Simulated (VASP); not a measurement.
Write the native input for VASP 6.6.1 that does the following.

```yaml
Task: single point
Functional: PBE
Potentials_or_basis: VASP PAW PBE potentials, release 64 (Al)
Cutoff: 520 eV
k_mesh: 18 × 18 × 18
Occupations: fermi-dirac, width 0.05 eV
Spin: no spin polarisation
Dipole_correction: no
Further_INCAR_settings: ALGO = Normal; EDIFF = 1e-06; NBANDS = 8
```

The structure of Al lies in POSCAR:

```
Al
1.0
    0.0000000000      1.7043011470      1.7043011470
    1.7043011470      0.0000000000      1.7043011470
    1.7043011470      1.7043011470      0.0000000000
Al
1
Direct
    0.0000000000      0.0000000000      0.0000000000
```

This cell differs from its parent crystal: volume scaled by 0.6.

The input as run:

INCAR

```
  PREC = Accurate
  ENCUT = 520
  EDIFF = 1E-6
  ISMEAR = -1
  SIGMA = 0.05
  LREAL = False
  LASPH = True
  NELM = 100
  ALGO = Normal
  ISIF = 2
  LWAVE = False
  LCHARG = False
  GGA = PE
  NBANDS = 8
```

KPOINTS

```
regular mesh
0
Gamma
  18 18 18
```

Potentials or basis: VASP PAW PBE potentials, release 64 (Al).

Command:

```sh
$ cat potpaw_PBE.64/Al/POTCAR > POTCAR
$ mpirun -np 1 vasp_std > vasp.out
```

Results of the run:

* Pressure: 119.2 GPa

Wall time 13 s on 1 thread of AMD EPYC 7R43 64-Core Processor (Zen 3), on a shared host, peak memory 0.08 GiB.
